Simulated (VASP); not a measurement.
# BiTe5 (P4/mmm) in VASP: further runs, part 2 of 2

VASP 6.6.1. Earlier steps stand in the parts before.

## 3. Single point, PBE

This run uses another cell than the first one, of the same volume but with other edges.

Input file INCAR:

```
PREC = Accurate ; ENCUT = 520
EDIFF = 1E-7 ; ISMEAR = 0
SIGMA = 0.1 ; LREAL = False
LASPH = True ; NELM = 80
ALGO = Normal ; ISIF = 2
LWAVE = False ; LCHARG = False
GGA = PE ; NBANDS = 32
```

Input file KPOINTS:

```
Automatic mesh
0
Gamma
  4 4 2
```

Input file POSCAR:

```
BiTe5
1.0
    3.9232865967      0.0000000000      0.0000000000
    0.0000000000      3.9232865967      0.0000000000
    0.0000000000      0.0000000000     11.5603855991
Bi Te
1 5
Direct
    0.5000000000      0.5000000000      0.0000000000
    0.5000000000      0.5000000000      0.3448983858
    0.5000000000      0.5000000000      0.6551016142
    0.0000000000      0.0000000000      0.1594298861
    0.0000000000      0.0000000000      0.8405701139
    0.0000000000      0.0000000000      0.5000000000
```

Potentials or basis: VASP PAW PBE potentials, release 64 (Bi_d, Te).

Command:

```bash
$ cat potpaw_PBE.64/Bi_d/POTCAR potpaw_PBE.64/Te/POTCAR > POTCAR
$ mpirun -np 1 vasp_std > vasp.out
```

OUTCAR:

```text
PREC = Accurate
   ENCUT = 520
   EDIFF = 1E-7
   ISMEAR = 0
   LREAL = False
   LASPH = True
   NELM = 80
   ISIF = 2
   GGA = PE

 ion  position               nearest neighbor table
   1  0.500  0.500  0.000-   4 3.33   5 3.33   4 3.33   5 3.33   4 3.33   5 3.33   4 3.33   5 3.33

   2  0.500  0.500  0.345-   6 3.30   6 3.30   6 3.30   6 3.30   4 3.51   4 3.51   4 3.51   4 3.51
                             3 3.59
   3  0.500  0.500  0.655-   6 3.30   6 3.30   6 3.30   6 3.30   5 3.51   5 3.51   5 3.51   5 3.51
                             2 3.59
   4  0.000  0.000  0.159-   1 3.33   1 3.33   1 3.33   1 3.33   2 3.51   2 3.51   2 3.51   2 3.51

   5  0.000  0.000  0.841-   1 3.33   1 3.33   1 3.33   1 3.33   3 3.51   3 3.51   3 3.51   3 3.51

   6  0.000  0.000  0.500-   2 3.30   3 3.30   2 3.30   3 3.30   2 3.30   3 3.30   2 3.30   3 3.30

  LATTYP: Found a simple tetragonal cell.
 ALAT       =     3.9232865967
 C/A-ratio  =     2.9466074716

  Lattice vectors:

 A1 = (   3.9232865967,   0.0000000000,   0.0000000000)
 A2 = (   0.0000000000,   3.9232865967,   0.0000000000)
 A3 = (   0.0000000000,   0.0000000000,  11.5603855991)

Analysis of symmetry for initial positions (statically):
=====================================================================
 Subroutine PRICEL returns:
 Original cell was already a primitive cell.

 Routine SETGRP: Setting up the symmetry group for a
 simple tetragonal supercell.

 Subroutine GETGRP returns: Found 16 space group operations
 (whereof 16 operations were pure point group operations)
 out of a pool of 16 trial point group operations.

The static configuration has the point symmetry D_4h.

Analysis of symmetry for dynamics (positions and initial velocities):
=====================================================================
 Subroutine PRICEL returns:
 Original cell was already a primitive cell.

[... 123 lines left out ...]
  volume/ion in A,a.u.               =      29.66       200.13
  Fermi-wavevector in a.u.,A,eV,Ry     =   1.035273  1.956382 14.582590  1.071790
  Thomas-Fermi vector in A             =   2.169608
   LORBIT       =      0    0 simple, 1 ext, 2 COOP (PROOUT), +10 PAW based schemes
   GGA     = PE    functional components
   LHFCALC =     F    Hartree Fock is set to
   AEXX    =    0.0000 exact exchange contribution
   IVDW    =     0    specifies the selected vdW correction
   LEPSILON=     F    determine dielectric tensor
   LRPA    =     F    only Hartree local field effects (RPA)
 non-spin polarized calculation
 Gauss-broadening in eV      SIGMA  =   0.10
  energy-cutoff  :      520.00
  volume of cell :      177.94
 maximum number of plane-waves:      4819
 NGX is ok and might be reduce to    30

 number of electron      44.9999988 magnetization

 Free energy of the ion-electron system (eV)
  ---------------------------------------------------
  ext. energy  EPLUGINS =         0.00000000
  ---------------------------------------------------
  free energy    TOTEN  =       -18.24656579 eV

  energy without entropy =      -18.22250155  energy(sigma->0) =      -18.23453367

 E-fermi :   7.5562     XC(G=0):  -9.9770

 val. band max:        7.5255345759   @ k =   0.5000   0.0000   0.5000
 cond. band min:       7.5735445530   @ k =   0.5000   0.2500   0.0000
 fundamental gap:      0.0480099771
 Fermi energy:         7.5562290990

 k-point     1 :       0.0000    0.0000    0.0000
  band No.  band energies     occupation
      1     -15.7989      2.00000
      2     -15.7785      2.00000
      3     -15.7569      2.00000
      4     -15.7569      2.00000
      5     -15.7478      2.00000
      6      -6.1559      2.00000
[... 409 lines left out ...]
     31      14.8875      0.00000
     32      15.2196      0.00000

------------------------ aborting loop because EDIFF is reached ----------------------------------------

  FORCE on cell =-STRESS in cart. coord.  units (eV):
  Direction    XX          YY          ZZ          XY          YZ          ZX
  --------------------------------------------------------------------------------------
  -------------------------------------------------------------------------------------
  Total       -0.0539825     -0.0539825      0.1438179      0.0000000      0.0000000      0.0000000
  in kB       -0.4860615     -0.4860615      1.2949442      0.0000000      0.0000000      0.0000000
  external PRESSURE =       0.1076071 kB  Pullay stress =       0.0000000 kB

 VOLUME and BASIS-vectors are now :
 -----------------------------------------------------------------------------
  energy-cutoff  :      520.00
  volume of cell :      177.94
      direct lattice vectors                 reciprocal lattice vectors
     3.923286597  0.000000000  0.000000000     0.254888338  0.000000000  0.000000000
     0.000000000  3.923286597  0.000000000     0.000000000  0.254888338  0.000000000
     0.000000000  0.000000000 11.560385599     0.000000000  0.000000000  0.086502305

 POSITION                                       TOTAL-FORCE (eV/Angst)
 -----------------------------------------------------------------------------------
      1.96164      1.96164      0.00000         0.000000      0.000000      0.000000
      1.96164      1.96164      3.98716         0.000000      0.000000      0.024537
      1.96164      1.96164      7.57323         0.000000     -0.000000     -0.024537
      0.00000      0.00000      1.84307        -0.000000     -0.000000      0.031304
      0.00000      0.00000      9.71731         0.000000      0.000000     -0.031304
      0.00000      0.00000      5.78019         0.000000      0.000000      0.000000
 -----------------------------------------------------------------------------------
    total drift:                                0.000000      0.000000      0.000000

  FREE ENERGIE OF THE ION-ELECTRON SYSTEM (eV)
  ---------------------------------------------------
  free  energy   TOTEN  =       -18.2465657855 eV

  energy  without entropy=      -18.2225015493  energy(sigma->0) =      -18.23453367
```

stdout:

```text
POSCAR found type information on POSCAR BiTe
 POSCAR found :  2 types and       6 ions
 scaLAPACK will be used
 LDA part: xc-table for (Slater+PW92), standard interpolation
 POSCAR, INCAR and KPOINTS ok, starting setup
 FFT: planning ... GRIDC
 FFT: planning ... GRID_SOFT
 FFT: planning ... GRID
 WAVECAR not read
 entering main loop
```

It took 2.1 min on 1 thread of Intel Xeon 8259CL, shared host; peak memory 0.29 GiB.

Results:

```
Free energy            : -18.2466 eV
Pressure               : 0.0 GPa
Largest force          : 0.031 eV/Å
Band gap on the k mesh : zero (an odd number of electrons rules out a gap without spin polarisation)
```

Forces in eV/Å, atoms in the order of the input:
```
Bi   0.000  0.000  0.000
Te   0.000  0.000  0.025
Te   0.000  0.000 -0.025
Te   0.000  0.000  0.031
Te   0.000  0.000 -0.031
Te   0.000  0.000  0.000
```

Stress tensor (GPa, compression positive):
```
-0.05  0.00  0.00
 0.00 -0.05  0.00
 0.00  0.00  0.13
```

Caveat: the k points lie up to 0.40 Å⁻¹ apart, too coarse for converged energies and pressures of a metal; spin-orbit coupling is left out, which moves the levels of the heavy elements.
